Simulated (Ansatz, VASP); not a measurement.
S: VASP beside Ansatz

```
S
1.0
    -1.19237    1.19237    1.19237
     1.19237   -1.19237    1.19237
     1.19237    1.19237   -1.19237
S
1
Direct
  0.00000 0.00000 0.00000
```

Change from the starting cell: volume scaled by 0.43, PAW files, core large.

Alike in both runs: task single point; functional PBE; k mesh 16 × 16 × 16; occupations fermi-dirac, width 0.1 eV; no spin polarisation.

|  | VASP | Ansatz |
| --- | --- | --- |
| version | VASP 6.6.1 | Ansatz 0.2.0 |
| potentials or method | VASP PAW PBE potentials, release 64 (S) | PAW with other files of Ansatz's library (core large), scalar-relativistic |
| plane-wave cutoff (eV) | 520 | 420 |
| valence electrons in the cell | 6 | 6 |

|  | VASP | Ansatz | Ansatz less VASP |
| --- | --- | --- | --- |
| pressure (GPa) | 342.4 | 348.0 | +5.62 |

Both programs put the cell under a high pressure, so it lies far from rest at this level. The functional is the same, so the differences come from potentials, cutoffs and numerics.

Noted on VASP's run: the cell as given lies far from equilibrium.
